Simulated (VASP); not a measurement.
# CIO (P4/nmm) in VASP: single point with PBE

Aim: the single point of CIO with PBE.

Everything below comes from runs of VASP 6.6.1. Logs are shortened: lines on timing, memory, paths and dates and some standing lists are left out, and cuts for length are marked.

## Step 1: The cell of the first run

It takes space group P4/nmm (No. 129, tetragonal). Conventional cell: a = 3.645 Å, b = 3.645 Å, c = 8.173 Å, α = 90.00°, β = 90.00°, γ = 90.00°. Within 2.8 Å of C (site symmetry 4mm) lie 4 O at 2.11 Å. O (site symmetry -4m2) has 4 C at 2.11 Å and 4 O at 2.58 Å within 2.8 Å. Within 4.0 Å of I (site symmetry 4mm) lie 5 C at 3.04 to 3.75 Å and 4 O at 3.24 Å and 8 I at 3.65 to 3.81 Å.

## Step 2: Single point, PBE

Contents of POSCAR:

```
CIO
1.0
    3.6451140000      0.0000000000      0.0000000000
    0.0000000000      3.6451140000      0.0000000000
    0.0000000000      0.0000000000      8.1734050000
C O I
2 2 2
Direct
    0.0000000000      0.5000000000      0.1310000000
    0.5000000000      0.0000000000      0.8690000000
    0.0000000000      0.0000000000      0.0000000000
    0.5000000000      0.5000000000      0.0000000000
    0.0000000000      0.5000000000      0.6720000000
    0.5000000000      0.0000000000      0.3280000000
```

Contents of INCAR.step1:

```
ALGO = Normal ; EDIFF = 1E-6
ENCUT = 520 ; GGA = PE
ISIF = 2 ; ISMEAR = -1
LASPH = True ; LCHARG = True
LREAL = False ; LWAVE = False
NBANDS = 26 ; NELM = 80
PREC = Accurate ; SIGMA = 0.1
```

Contents of KPOINTS.step1:

```
k-points
0
Gamma
  9 9 4
```

Contents of INCAR.step2:

```
ALGO = Normal ; EDIFF = 1E-6
ENCUT = 520 ; GGA = PE
ICHARG = 11 ; ISIF = 2
ISMEAR = -5 ; LASPH = True
LCHARG = False ; LORBIT = 11
LREAL = False ; LWAVE = False
NBANDS = 26 ; NEDOS = 1001
NELM = 80 ; PREC = Accurate
SIGMA = 0.1
```

Contents of KPOINTS.step2:

```
k-points
0
Gamma
  14 14 6
```

Potentials or basis: VASP PAW PBE potentials, release 64 (C, O, I).

On the command line:

```console
> cat potpaw_PBE.64/C/POTCAR potpaw_PBE.64/O/POTCAR potpaw_PBE.64/I/POTCAR > POTCAR
> cp INCAR.step1 INCAR
> cp KPOINTS.step1 KPOINTS
> mpirun -np 1 vasp_std > vasp.out
> cp INCAR.step2 INCAR
> cp KPOINTS.step2 KPOINTS
> mpirun -np 1 vasp_std > vasp.out
```

OUTCAR:

```text
EDIFF = 1E-6
   ENCUT = 520
   GGA = PE
   ICHARG = 11
   ISIF = 2
   ISMEAR = -5
   LASPH = True
   LORBIT = 11
   LREAL = False
   NELM = 80
   PREC = Accurate

 ion  position               nearest neighbor table
   1  0.000  0.500  0.131-
   2  0.500  0.000  0.869-
   3  0.000  0.000  0.000-
   4  0.500  0.500  0.000-
   5  0.000  0.500  0.672-
   6  0.500  0.000  0.328-

  LATTYP: Found a simple tetragonal cell.
 ALAT       =     3.6451140000
 C/A-ratio  =     2.2422906389

  Lattice vectors:

 A1 = (   3.6451140000,   0.0000000000,   0.0000000000)
 A2 = (   0.0000000000,   3.6451140000,   0.0000000000)
 A3 = (   0.0000000000,   0.0000000000,   8.1734050000)

Analysis of symmetry for initial positions (statically):
=====================================================================
 Subroutine PRICEL returns:
 Original cell was already a primitive cell.

 Routine SETGRP: Setting up the symmetry group for a
 simple tetragonal supercell.

 Subroutine GETGRP returns: Found 16 space group operations
 (whereof  8 operations were pure point group operations)
 out of a pool of 16 trial point group operations.

The static configuration has the point symmetry D_2d.
 The point group associated with its full space group is D_4h.

Analysis of symmetry for dynamics (positions and initial velocities):
=====================================================================
 Subroutine PRICEL returns:
 Original cell was already a primitive cell.

 Routine SETGRP: Setting up the symmetry group for a
 simple tetragonal supercell.

 Subroutine GETGRP returns: Found 16 space group operations
 (whereof  8 operations were pure point group operations)
 out of a pool of 16 trial point group operations.

The dynamic configuration has the point symmetry D_2d.
 The point group associated with its full space group is D_4h.

 Subroutine INISYM returns: Found 16 space group operations
 (whereof  8 operations are pure point group operations),
 and found     1 'primitive' translations

----------------------------------------------------------------------------------------

                                     Primitive cell

  volume of cell :     108.5989

  direct lattice vectors                    reciprocal lattice vectors
     3.645114000  0.000000000  0.000000000     0.274339842  0.000000000  0.000000000
     0.000000000  3.645114000  0.000000000     0.000000000  0.274339842  0.000000000
[... 103 lines left out ...]
   POTIM  = 0.5000    time-step for ionic-motion
   TEBEG  =    0.0;   TEEND  =   0.0 temperature during run
   PSTRESS=    0.0 pullay stress
   NELECT =      34.0000    total number of electrons
   NUPDOWN=      -1.0000    fix difference up-down
   EMIN   =  10.00;   EMAX   =-10.00  energy-range for DOS
   EFERMI =   0.00;   METHOD = LEGACY
   ISMEAR =    -5;   SIGMA  =   0.10  broadening in eV -4-tet -1-fermi 0-gaus
   EFERMI_NEDOS =   21; number of points for ismear=-14 and -15
   IALGO  =     38    algorithm
   IMIX   =      4    mixing-type and parameters
     AMIX     =   0.40;   BMIX     =  1.00
     AMIX_MAG =   1.60;   BMIX_MAG =  1.00
  volume/ion in A,a.u.               =      18.10       122.14
  Fermi-wavevector in a.u.,A,eV,Ry     =   1.111628  2.100672 16.812941  1.235716
  Thomas-Fermi vector in A             =   2.248193
   LORBIT       =     11    0 simple, 1 ext, 2 COOP (PROOUT), +10 PAW based schemes
   GGA     = PE    functional components
   LHFCALC =     F    Hartree Fock is set to
   AEXX    =    0.0000 exact exchange contribution
   IVDW    =     0    specifies the selected vdW correction
   LEPSILON=     F    determine dielectric tensor
   LRPA    =     F    only Hartree local field effects (RPA)
 non-spin polarized calculation
 Fermi weights with tetrahedron method with Bloechl corrections
  energy-cutoff  :      520.00
  volume of cell :      108.60
 maximum number of plane-waves:      2956
 NGX is ok and might be reduce to    28

 number of electron      34.0000006 magnetization

 Free energy of the ion-electron system (eV)
  ---------------------------------------------------
  ext. energy  EPLUGINS =         0.00000000
  ---------------------------------------------------
  free energy    TOTEN  =       -19.44392345 eV

  energy without entropy =      -19.44392345  energy(sigma->0) =      -19.44392345

 E-fermi :   3.4339     XC(G=0):  -9.8166

 val. band max:        3.5062380235   @ k =   0.2857   0.0000   0.0000
 cond. band min:       3.4081496828   @ k =   0.2143   0.1429   0.3333
 fundamental gap:     -0.0980883408
 Fermi energy:         3.4339441085

 k-point     1 :       0.0000    0.0000    0.0000
  band No.  band energies     occupation
      1     -14.5619      2.00000
      2     -12.2871      2.00000
      3      -9.3716      2.00000
      4      -8.9538      2.00000
      5      -4.9649      2.00000
      6      -3.1962      2.00000
[... 685 lines left out ...]
     25      11.6367      0.00000
     26      11.9755      0.00000

 [... further k-points ...]
[... 5 lines left out ...]
  --------------------------------------------------------------------------------------
  -------------------------------------------------------------------------------------
  Total       -7.7136537     -7.7136537     -4.0190366      0.0000000      0.0000000      0.0000000
  in kB     -113.8008405   -113.8008405    -59.2935289      0.0000000      0.0000000      0.0000000
  external PRESSURE =     -95.6317366 kB  Pullay stress =       0.0000000 kB

 VOLUME and BASIS-vectors are now :
 -----------------------------------------------------------------------------
  energy-cutoff  :      520.00
  volume of cell :      108.60
      direct lattice vectors                 reciprocal lattice vectors
     3.645114000  0.000000000  0.000000000     0.274339842  0.000000000  0.000000000
     0.000000000  3.645114000  0.000000000     0.000000000  0.274339842  0.000000000
     0.000000000  0.000000000  8.173405000     0.000000000  0.000000000  0.122348030

 POSITION                                       TOTAL-FORCE (eV/Angst)
 -----------------------------------------------------------------------------------
      0.00000      1.82256      1.07072         0.000000      0.000000     -3.029858
      1.82256      0.00000      7.10269        -0.000000      0.000000      3.029858
      0.00000      0.00000      0.00000         0.000000     -0.000000      0.000000
      1.82256      1.82256      0.00000         0.000000      0.000000      0.000000
      0.00000      1.82256      5.49253         0.000000      0.000000     -0.444449
      1.82256      0.00000      2.68088         0.000000      0.000000      0.444449
 -----------------------------------------------------------------------------------
    total drift:                                0.000000      0.000000      0.000000

  FREE ENERGIE OF THE ION-ELECTRON SYSTEM (eV)
  ---------------------------------------------------
  free  energy   TOTEN  =       -19.4439234544 eV

  energy  without entropy=      -19.4439234544  energy(sigma->0) =      -19.44392345

 total charge

# of ion       s       p       d       tot
------------------------------------------
    1        1.101   0.802   0.000   1.903
    2        1.101   0.802   0.000   1.903
    3        1.618   3.117   0.000   4.735
    4        1.618   3.117   0.000   4.735
    5        1.550   2.539   0.023   4.112
    6        1.550   2.539   0.023   4.112
--------------------------------------------------
tot          8.538  12.916   0.045  21.499
```

OUTCAR.step1:

```text
EDIFF = 1E-6
   ENCUT = 520
   GGA = PE
   ISIF = 2
[... 936 lines left out ...]
      0.00000      0.00000      0.00000         0.000000      0.000000     -0.000000
      1.82256      1.82256      0.00000         0.000000     -0.000000     -0.000000
      0.00000      1.82256      5.49253         0.000000      0.000000     -0.383519
      1.82256      0.00000      2.68088         0.000000      0.000000      0.383519
 -----------------------------------------------------------------------------------
    total drift:                               -0.000000      0.000000      0.000000

  FREE ENERGIE OF THE ION-ELECTRON SYSTEM (eV)
  ---------------------------------------------------
  free  energy   TOTEN  =       -19.5437250373 eV

  energy  without entropy=      -19.3419311101  energy(sigma->0) =      -19.44282807
```

It took 5.2 min on 1 thread of Intel Xeon Platinum 8259CL at 2.50GHz (Skylake/Cascade Lake), shared host; peak memory 0.47 GiB.

Results:

| Quantity | Value |
| --- | --- |
| Valence electrons inside the program's atomic spheres | C 1.90; O 4.74; I 4.11 |

Levels at points of the mesh, in eV from the Fermi level:
```
           k point  band 14  band 15  band 16  band 17  band 18  band 19  band 20  band 21
(0.00, 0.00, 0.00)    -0.46    -0.35    -0.35     0.06     0.06     1.13     2.10     3.07
(0.50, 0.00, 0.00)    -1.12    -0.21    -0.21     0.48     0.48     2.89     2.89     3.02
(0.50, 0.50, 0.00)    -1.21    -0.60    -0.60     0.09     0.09     1.63     1.63     2.98
(0.00, 0.00, 0.50)    -0.45    -0.45    -0.20     0.35     0.35     1.31     1.32     2.80
(0.50, 0.00, 0.50)    -0.90     0.03     0.03     0.47     0.47     2.78     2.78     2.91
(0.50, 0.50, 0.50)    -2.09    -0.89    -0.89     0.09     0.09     2.17     2.17     3.20
```

Caveat: spin-orbit coupling is left out, which moves the levels of the heavy elements; tetrahedron occupations give inexact forces and stress in metals.
